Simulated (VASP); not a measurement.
A run of VASP 6.6.1 is set up as follows.

Contents of INCAR:

```
SYSTEM = FeSi
  ALGO = Normal
  EDIFF = 1E-6
  ENCUT = 520
  GGA = PS
  ISIF = 2
  ISMEAR = -1
  LASPH = .True.
  LCHARG = .True.
  LELF = .True.
  LREAL = .False.
  LVHAR = .True.
  LWAVE = .False.
  NBANDS = 34
  NELM = 80
  PREC = Accurate
  SIGMA = 0.02
```

KPOINTS

```
k-points
0
Gamma
  6 6 6
  0 0 0
```

POSCAR

```
FeSi
1.0
    4.4035177954      0.0000000000      0.0000000000
    0.0000000000      4.4035177954      0.0000000000
    0.0000000000      0.0000000000      4.4035177954
Fe Si
4 4
Direct
    0.1368656077      0.1368656077      0.1368656077
    0.3631343923      0.8631343923      0.6368656077
    0.6368656077      0.3631343923      0.8631343923
    0.8631343923      0.6368656077      0.3631343923
    0.8410002220      0.8410002220      0.8410002220
    0.6589997780      0.1589997780      0.3410002220
    0.3410002220      0.6589997780      0.1589997780
    0.1589997780      0.3410002220      0.6589997780
```

Potentials or basis: VASP PAW PBE potentials, release 64 (Fe, Si).

Launch:

```bash
$ cat potpaw_PBE.64/Fe/POTCAR potpaw_PBE.64/Si/POTCAR > POTCAR
$ mpirun -np 1 vasp_std > vasp.out
```

(1) Estimate the pressure.

(2) What does it give for the largest force?

Answers

(1) 0.6 GPa.

(2) 0.047 eV/Å.

Caveat: the PAW data sets were made with another functional, which shifts forces and pressure a little.
